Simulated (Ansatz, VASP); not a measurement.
# ZnS in VASP and in Ansatz

File INCAR:

```
PREC = Accurate
ENCUT = 600
EDIFF = 1E-6
ISMEAR = 0
SIGMA = 0.02
LREAL = False
LASPH = True
NELM = 60
ALGO = Normal
ISIF = 3
LWAVE = False
LCHARG = False
GGA = PS
IBRION = 2
NSW = 100
EDIFFG = -0.005
```

KPOINTS

```
Automatic mesh
0
Gamma
  10 10 10
```

POSCAR

```
ZnS
1.0
    0.0000000000      2.6936828800      2.6936828800
    2.6936828800      0.0000000000      2.6936828800
    2.6936828800      2.6936828800      0.0000000000
Zn S
1 1
Direct
    0.0000000000      0.0000000000      0.0000000000
    0.7500000000      0.7500000000      0.7500000000
```

Input for Ansatz:

```yaml
crystal:
  lattice:
    - [0.0, 2.69368288, 2.69368288]
    - [2.69368288, 0.0, 2.69368288]
    - [2.69368288, 2.69368288, 0.0]
  atoms:
    - { symbol: Zn, position: [0.0, 0.0, 0.0] }
    - { symbol: S, position: [0.75, 0.75, 0.75] }
basis:
  ecutwfc: 420
kpoints:
  mp_grid: { grid: [10, 10, 10] }
hamiltonian:
  xc: pbesol
scf:
  occupations: { method: gaussian, width: 0.02 }
output:
  forces: true
  stress: true
  eigenvalues: true
relax:
  adjacent_minimum: "off"
  f_tol: 0.005
  max_steps: 80
  cell: { stress_tol: 0.05 }
```

Alike in both runs: task relaxation of cell and atoms; functional PBEsol; k mesh 10 × 10 × 10; occupations gaussian, width 0.02 eV; no spin polarisation.

|  | VASP | Ansatz |
| --- | --- | --- |
| version | VASP 6.6.1 | Ansatz 0.2.0 |
| potentials or method | VASP PAW PBE potentials, release 64 (Zn, S), cutoff 600 eV | scalar-relativistic, plane waves, PAW |
| valence electrons in the cell | 18 | 18 |

|  | VASP | Ansatz | Ansatz less VASP |
| --- | --- | --- | --- |
| gap on the k mesh at the Fermi level, each at its own relaxed structure (eV) | 2.08 | 2.09 | +0.006 |
| relaxed volume (Å³/atom) | 19.27 | 19.21 | -0.061 |
| relaxed length of the cell vector where the two differ most in proportion (Å) | 3.791 | 3.787 | -0.0040 |

VASP's potentials were made for PBE, not for PBEsol.
